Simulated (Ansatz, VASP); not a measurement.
## One calculation of KBaCeBiO6, two programs

INCAR

```
ALGO     = Normal         # electronic algorithm
EDIFF    = 1E-7           # SCF threshold, eV
EDIFFG   = -0.005         # ionic threshold
ENCUT    = 600            # plane-wave cutoff, eV
GGA      = PE             # functional
GGA_COMPAT= F            
IBRION   = 2              # ionic algorithm
ISIF     = 3              # what is computed and relaxed
ISMEAR   = 0              # smearing method
LASPH    = T              # aspherical terms in the spheres
LCHARG   = F              # write CHGCAR
LDAU     = T              # DFT+U
LDAUJ    = 0 0 0 0 0    
LDAUL    = -1 -1 3 -1 1   # shell
LDAUPRINT= 1            
LDAUTYPE = 2            
LDAUU    = 0 0 5 0 5.5    # U, eV
LMAXMIX  = 6              # l up to which the mixer works
LREAL    = F              # projectors in reciprocal space
LWAVE    = F              # write WAVECAR
NELM     = 200            # most SCF steps
NELMIN   = 4            
NSW      = 100            # ionic steps
PREC     = Accurate       # precision mode
SIGMA    = 0.02           # smearing width, eV
```

The input KPOINTS:

```
k-points
0
Gamma
  6 6 6
```

File POSCAR:

```
KBaCeBiO6
1.0
    0.0000000000      4.3391295323      4.3391295323
    4.3391295323      0.0000000000      4.3391295323
    4.3391295323      4.3391295323      0.0000000000
Ba Bi Ce K O
1 1 1 1 6
Direct
    0.7500000000      0.7500000000      0.7500000000
    0.0000000000      0.0000000000      0.0000000000
    0.5000000000      0.5000000000      0.5000000000
    0.2500000000      0.2500000000      0.2500000000
    0.7582265498      0.2417734502      0.2417734502
    0.2417734502      0.7582265498      0.7582265498
    0.2417734502      0.7582265498      0.2417734502
    0.7582265498      0.2417734502      0.7582265498
    0.2417734502      0.2417734502      0.7582265498
    0.7582265498      0.7582265498      0.2417734502
```

Input for Ansatz:

```yaml
crystal:
  lattice:
    - [0.0, 4.3391295323, 4.3391295323]
    - [4.3391295323, 0.0, 4.3391295323]
    - [4.3391295323, 4.3391295323, 0.0]
  atoms:
    - { symbol: Ba, position: [0.75, 0.75, 0.75] }
    - { symbol: Bi, position: [0.0, 0.0, 0.0] }
    - { symbol: Ce, position: [0.5, 0.5, 0.5] }
    - { symbol: K, position: [0.25, 0.25, 0.25] }
    - { symbol: O, position: [0.7582265498, 0.2417734502, 0.2417734502] }
    - { symbol: O, position: [0.2417734502, 0.7582265498, 0.7582265498] }
    - { symbol: O, position: [0.2417734502, 0.7582265498, 0.2417734502] }
    - { symbol: O, position: [0.7582265498, 0.2417734502, 0.7582265498] }
    - { symbol: O, position: [0.2417734502, 0.2417734502, 0.7582265498] }
    - { symbol: O, position: [0.7582265498, 0.7582265498, 0.2417734502] }
basis:
  ecutwfc: 420
kpoints:
  mp_grid: { grid: [6, 6, 6] }
hamiltonian:
  xc: pbe
  hubbard:
    sites: [{ species: Ce, l: f, u_eff: 5.0 }, { species: O, l: p, u_eff: 5.5 }]
scf:
  occupations: { method: gaussian, width: 0.02 }
output:
  forces: true
  stress: true
  eigenvalues: true
relax:
  adjacent_minimum: "off"
  f_tol: 0.005
  max_steps: 80
  cell: { stress_tol: 0.05 }
```

Alike in both runs: task relaxation of cell and atoms; functional PBE; k mesh 6 × 6 × 6; occupations gaussian, width 0.02 eV; no spin polarisation; Hubbard terms Ce f U = 5.0 eV, O p U = 5.5 eV.

```csv
,VASP,Ansatz
version,VASP 6.6.1,Ansatz 0.2.0
potentials or method,"VASP PAW PBE potentials, release 64 (Ba_sv, Bi_d, Ce, K_sv, O), cutoff 600 eV","scalar-relativistic, plane waves, PAW"
valence electrons in the cell,82,82
```

```tsv
	VASP	Ansatz	Ansatz less VASP
gap on the k mesh at the Fermi level, each at its own relaxed structure (eV)	1.93	2.42	+0.496
relaxed volume (Å³/atom)	16.59	16.30	-0.286
relaxed length of the cell vector where the two differ most in proportion (Å)	6.168	6.132	-0.0356
```

The programs project onto different local orbitals, so the same U acts differently, and such runs can settle in different states.

Spin-orbit coupling is off throughout.
